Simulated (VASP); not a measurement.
## TiB2 (TiB2 (P6/mmm)): single point with PBE

The system is TiB2 (TiB2 (P6/mmm)).

```xyz
18
Lattice="4.5476 2.6256 0.0000 -4.5476 2.6256 0.0000 0.0000 0.0000 6.4484" Properties=species:S:1:pos:R:3 pbc="T T T"
Ti    0.0000    0.0000    0.0000
Ti   -1.5159    2.6256    0.0000
Ti    1.5159    2.6256    0.0000
Ti    0.0000    0.0000    3.2242
Ti   -1.5159    2.6256    3.2242
Ti    1.5159    2.6256    3.2242
B    -3.0318    1.7504    1.6121
B     0.0000    1.7504    1.6121
B     3.0318    1.7504    1.6121
B    -1.5159    0.8752    1.6121
B     1.5159    0.8752    1.6121
B     0.0000    3.5008    1.6121
B    -3.0318    1.7504    4.8363
B     0.0000    1.7504    4.8363
B     3.0318    1.7504    4.8363
B    -1.5159    0.8752    4.8363
B     1.5159    0.8752    4.8363
B     0.0000    3.5008    4.8363
```

* Program: VASP 6.6.1
* Task: single point
* Functional: PBE
* Potentials or basis: VASP PAW PBE potentials, release 64 (Ti_sv, B)
* Cutoff: 520 eV
* k mesh: 4 × 4 × 3
* Occupations: methfessel-paxton, width 0.1 eV
* Spin: no spin polarisation
* Dipole correction: no
* Further INCAR settings: LREAL = Auto; ALGO = Normal; EDIFF = 1e-06; NBANDS = 69

```json
{"Pressure": "0.4 GPa", "Band gap on the k mesh": "zero (band 54 reaches 10.17 eV, above the bottom of band 55 at 9.77 eV)"}
```

Stress tensor (GPa, compression positive):
```
-0.31  0.00  0.00
 0.00 -0.31  0.00
 0.00  0.00  1.87
```

Levels at points of the mesh, in eV from the Fermi level:
```tsv
k point	band 50	band 51	band 52	band 53	band 54	band 55	band 56	band 57	band 58	band 59
(0.00, 0.00, 0.00)	-1.65	-1.65	-0.36	-0.36	0.00	0.00	0.62	0.62	1.56	1.56
(0.50, 0.00, 0.00)	-2.07	-1.56	-1.56	-0.82	-0.82	1.22	1.22	1.53	1.73	1.73
```

It took 87 s on 1 thread of Intel(R) Xeon(R) 6975P-C (Granite Rapids) (shared host), peak memory 0.28 GiB.
